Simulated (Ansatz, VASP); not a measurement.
**GaN in VASP and in Ansatz**

```
CELL_PARAMETERS angstrom
0.00000 0.00000 5.24317
3.21837 5.57438 0.00000
-6.43674 0.00000 0.00000
ATOMIC_POSITIONS crystal
Ga 0.49913 0.16667 0.33333
Ga 0.49913 0.16667 0.83333
Ga 0.49913 0.66667 0.33333
Ga 0.49913 0.66667 0.83333
Ga 0.99913 0.33333 0.66667
Ga 0.99913 0.33333 0.16667
Ga 0.99913 0.83333 0.66667
Ga 0.99913 0.83333 0.16667
N 0.87587 0.16667 0.33333
N 0.87587 0.16667 0.83333
N 0.87587 0.66667 0.33333
N 0.87587 0.66667 0.83333
N 0.37587 0.33333 0.66667
N 0.37587 0.33333 0.16667
N 0.37587 0.83333 0.66667
N 0.37587 0.83333 0.16667
```

Alike in both runs: task single point; functional PBE; k mesh 3 × 3 × 3; occupations gaussian, width 0.01 eV; no spin polarisation.

|  | VASP | Ansatz |
| --- | --- | --- |
| version | VASP 6.6.1 | Ansatz 0.2.0 |
| potentials or method | VASP PAW PBE potentials, release 64 (Ga_d, N), cutoff 520 eV | scalar-relativistic, plane waves, PAW |
| valence electrons in the cell | 144 | 144 |

|  | VASP | Ansatz | Ansatz less VASP |
| --- | --- | --- | --- |
| gap on the k mesh at the Fermi level (eV) | 1.71 | 1.71 | -0.005 |
| least direct gap on the mesh (eV) | 1.71 | 1.71 | -0.005 |
| pressure (GPa) | 0.0 | 0.0 | -0.09 |
